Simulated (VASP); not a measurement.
A run of VASP 6.6.1:

The input INCAR:

```
ALGO = Normal
EDIFF = 1E-6
ENCUT = 520
GGA = PS
ISIF = 2
ISMEAR = 0
LASPH = T
LCHARG = F
LREAL = F
LWAVE = F
NBANDS = 44
NELM = 60
PREC = Accurate
SIGMA = 0.01
```

Contents of KPOINTS:

```
k-points
0
Gamma
  12 12 2
```

Contents of POSCAR:

```
Ge2Sb2Te5
1.0
    4.2024591227      0.0000000000      0.0000000000
   -2.1012295613      3.6394363586      0.0000000000
    0.0000000000      0.0000000000     17.0999746121
Ge Sb Te
2 2 5
Direct
    0.0000000000      0.0000000000      0.3380947264
    0.0000000000      0.0000000000      0.6619052736
    0.3333333333      0.6666666667      0.1167361260
    0.6666666667      0.3333333333      0.8832638740
    0.0000000000      0.0000000000      0.0000000000
    0.3333333333      0.6666666667      0.7810729930
    0.6666666667      0.3333333333      0.2189270070
    0.3333333333      0.6666666667      0.4207070630
    0.6666666667      0.3333333333      0.5792929370
```

Potentials or basis: VASP PAW PBE potentials, release 64 (Ge_d, Sb, Te).

Run with:

```console
$ cat potpaw_PBE.64/Ge_d/POTCAR potpaw_PBE.64/Sb/POTCAR potpaw_PBE.64/Te/POTCAR > POTCAR
$ mpirun -np 1 vasp_std > vasp.out
```

Hardware: 1 thread of Intel(R) Xeon(R) Platinum 8488C (Sapphire Rapids), on a shared host.

Problem. Estimate the wall time of this run.

Solution. Wall time 5.3 min on 1 thread of Intel(R) Xeon(R) Platinum 8488C (Sapphire Rapids), on a shared host, peak memory 0.58 GiB. Counts: scf iterations 15, k points 38.
